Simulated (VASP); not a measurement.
Input of a VASP 6.6.1 run:

INCAR

```
ALGO = Normal ; EDIFF = 1E-6
ENCUT = 520 ; GGA = PE
ISIF = 2 ; ISMEAR = 0
LASPH = T ; LCHARG = F
LREAL = F ; LWAVE = F
NBANDS = 37 ; NELM = 100
PREC = Accurate ; SIGMA = 0.2
```

The input KPOINTS:

```
k-points
0
Gamma
  4 4 4
```

The input POSCAR:

```
MgZn4O
1.0
    5.3084918334     -0.0000000031      0.0000000000
   -2.6542459140      4.5972887850      0.0000000000
    0.0000000000      0.0000000000      3.8514410607
Mg Zn O
1 4 1
Direct
    0.0000000000      0.0000000000      0.0000000000
    0.6666666667      0.3333333333      0.0000000000
    0.4955357205      0.9910714410      0.5000000000
    0.0089285590      0.5044642795      0.5000000000
    0.4955357205      0.5044642795      0.5000000000
    0.3333333333      0.6666666667      0.0000000000
```

Potentials or basis: VASP PAW PBE potentials, release 64 (Mg, Zn, O).

The run is started by

```console
$ cat potpaw_PBE.64/Mg/POTCAR potpaw_PBE.64/Zn/POTCAR potpaw_PBE.64/O/POTCAR > POTCAR
$ mpirun -np 1 vasp_std > vasp.out
```

Problem. Predict the pressure.

Solution. 0.4 GPa.

Problem. What does it give for the band gap on the k mesh?

Solution. Zero (band 28 reaches 3.48 eV, above the bottom of band 29 at 2.20 eV).

Problem. What does it give for the largest force?

Solution. 0.040 eV/Å.

Stress tensor (GPa, compression positive):
```
 0.85  0.00  0.00
 0.00  0.85  0.00
 0.00  0.00 -0.42
```

Caveat: the k points lie up to 0.41 Å⁻¹ apart.
